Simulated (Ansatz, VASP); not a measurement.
## MgS: VASP beside Ansatz

File INCAR:

```
SYSTEM = MgS
PREC = Accurate ; ENCUT = 520
EDIFF = 1E-7 ; ISMEAR = 0
SIGMA = 0.05 ; LREAL = .FALSE.
LASPH = .TRUE. ; NELM = 60
ALGO = Normal ; ISIF = 2
LWAVE = .FALSE. ; LCHARG = .FALSE.
NBANDS = 11
```

File KPOINTS:

```
Automatic mesh
0
G
  8 8 8
  0 0 0
```

The input POSCAR:

```
MgS
1.0
    0.0000000000      2.5366087500      2.6666912500
    2.5366087500      0.0000000000      2.6666912500
    2.5366087500      2.5366087500      0.0000000000
Mg S
1 1
Direct
    0.0000000000      0.0000000000      0.0000000000
    0.5000000000      0.5000000000      0.5000000000
```

Input for Ansatz:

```yaml
crystal:
  lattice:
    - [0.0, 2.53660875, 2.66669125]
    - [2.53660875, 0.0, 2.66669125]
    - [2.53660875, 2.53660875, 0.0]
  atoms:
    - { symbol: Mg, position: [0.0, 0.0, 0.0] }
    - { symbol: S, position: [0.5, 0.5, 0.5] }
basis:
  ecutwfc: 420
kpoints:
  mp_grid: { grid: [8, 8, 8] }
hamiltonian:
  xc: lda
scf:
  occupations: { method: gaussian, width: 0.05 }
output:
  forces: true
  stress: true
  eigenvalues: true
```

Change from the starting cell: strain -0.025 along x and y, +0.025 along z, atoms carried along.

Alike in both runs: task single point; functional LDA; k mesh 8 × 8 × 8; occupations gaussian, width 0.05 eV; no spin polarisation.

|  | VASP | Ansatz |
| --- | --- | --- |
| version | VASP 6.6.1 | Ansatz 0.2.0 |
| potentials or method | VASP PAW LDA potentials, release 64 (Mg, S), cutoff 520 eV | scalar-relativistic, plane waves, PAW |
| valence electrons in the cell | 8 | 16 |

```tsv
	VASP	Ansatz	Ansatz less VASP
gap on the k mesh at the Fermi level (eV)	2.41	2.41	0.000
least direct gap on the mesh (eV)	3.57	3.56	-0.012
pressure (GPa)	-1.5	-1.0	+0.58
traceless stress, the component that is largest in VASP (GPa)	-3.44	-3.44	+0.002
```

LDA's correlation is that of Perdew and Zunger in VASP and of Perdew and Wang (1992) in Ansatz. VASP's potentials hold 8 valence electrons a cell and Ansatz's 16, so a difference there can come from the potentials and not from the codes.
